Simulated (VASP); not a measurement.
# MgI2: single point with PBEsol

MgI2:

```
Mg I
1.0
     4.14000    0.00000    0.00000
    -2.07000    3.58535    0.00000
     0.00000    0.00000    6.88000
Mg I
1 2
Direct
  0.00000 0.00000 0.00000
  0.33333 0.66667 0.25000
  0.66667 0.33333 0.75000
```

```yaml
Program: VASP 6.6.1
Task: single point
Functional: PBEsol
Potentials_or_basis: VASP PAW PBE potentials, release 64 (Mg, I)
Cutoff: 520 eV
k_mesh: 3 × 3 × 2
Occupations: fermi-dirac, width 0.02 eV
Spin: no spin polarisation
```

```yaml
Pressure: -0.2 GPa
Largest_force: 0.319 eV/Å
Band_gap_on_the_k_mesh: 3.50 eV, direct
```

Forces in eV/Å, atoms in the order of the input:
```
Mg   0.000  0.000  0.000
I    0.000  0.000 -0.319
I    0.000  0.000  0.319
```

Stress tensor (GPa, compression positive):
```
 0.36  0.00  0.00
 0.00  0.36  0.00
 0.00  0.00 -1.34
```

Levels at points of the mesh, in eV from the valence-band top:
```csv
k point,band 6,band 7,band 8,band 9,band 10,band 11
"(0.00, 0.00, 0.00)",-0.02,0.00,0.00,3.50,4.71,6.72
"(0.00, 0.00, 0.50)",-0.25,-0.13,-0.13,4.60,4.78,6.52
```

It took 17 s on 1 thread of Intel Xeon 6975P-C (shared host), peak memory 0.22 GiB.

Caveat: the k points lie up to 0.58 Å⁻¹ apart; the PAW data sets were made with another functional, which shifts forces and pressure a little; spin-orbit coupling is left out, which moves the levels of the heavy elements; this functional lacks dispersion, which binds the layers, so the pressure and a relaxed spacing across them are unreliable. A k mesh can miss the band edges.
